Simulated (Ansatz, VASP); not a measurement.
## InP in VASP and in Ansatz

```
In P
1.0
     0.00000    2.85500    2.85500
     2.85500    0.00000    2.85500
     2.85500    2.85500    0.00000
In P
1 1
Direct
  0.00000 0.00000 0.00000
  0.48905 0.48905 0.51095
```

Change from the starting cell: all P atoms moved +0.062 Å, as atom 2 towards its neighbour atom 1 (In) at 2.855 Å.

Alike in both runs: task single point; functional PBEsol; k mesh 14 × 14 × 14; occupations gaussian, width 0.15 eV; no spin polarisation.

|  | VASP | Ansatz |
| --- | --- | --- |
| version | VASP 6.6.1 | Ansatz 0.2.0 |
| potentials or method | VASP PAW PBE potentials, release 64 (In_d, P), cutoff 520 eV | scalar-relativistic, plane waves, PAW |
| valence electrons in the cell | 18 | 18 |

```csv
,VASP,Ansatz,Ansatz less VASP
gap on the k mesh at the Fermi level (eV),none,none,-
pressure (GPa),-8.1,-8.1,-0.01
"traceless stress, the component that is largest in VASP (GPa)",0.21,0.21,+0.001
rms of the force components (eV/Å),0.028,0.027,-0.0004
```

VASP's potentials were made for PBE, not for PBEsol. Atom by atom the forces differ by 0.000 eV/Å (rms over components). A gap of «none» marks a metal or a gap that the smearing closes. With one functional, cell and mesh, what is left measures potentials, basis and numerics.
